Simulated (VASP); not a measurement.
Input of a VASP 6.6.1 run:

File INCAR:

```
ALGO = Fast
EDIFF = 1E-7
ENCUT = 520
GGA = PE
ISIF = 2
ISMEAR = 0
ISYM = 0
LASPH = True
LCHARG = False
LREAL = False
LWAVE = False
NBANDS = 26
NELM = 100
PREC = Accurate
SIGMA = 0.1
```

KPOINTS

```
Automatic mesh
0
Gamma
  2 2 2
  0.5 0.5 0.5
```

The input POSCAR:

```
Rb3Ba
1.0
    0.0000000000      5.5144300000      5.5144300000
    5.5144300000      0.0000000000      5.5144300000
    5.5144300000      5.5144300000      0.0000000000
Rb Ba
3 1
Direct
    0.2500000000      0.2500000000      0.2500000000
    0.7500000000      0.7500000000      0.7500000000
    0.5000000000      0.5000000000      0.5000000000
    0.0000000000      0.0000000000      0.0000000000
```

Potentials or basis: VASP PAW PBE potentials, release 64 (Rb_sv, Ba_sv).

Run with:

```bash
$ cat potpaw_PBE.64/Rb_sv/POTCAR potpaw_PBE.64/Ba_sv/POTCAR > POTCAR
$ mpirun -np 1 vasp_std > vasp.out
```

(1) What does it give for the band gap on the k mesh?

(2) Predict the pressure.

## Answers

(1) zero (an odd number of electrons rules out a gap without spin polarisation).

(2) 0.0 GPa.

Caveat: the k points lie up to 0.49 Å⁻¹ apart, too coarse for converged energies and pressures of a metal; spin-orbit coupling is left out, which moves the levels of the heavy elements.
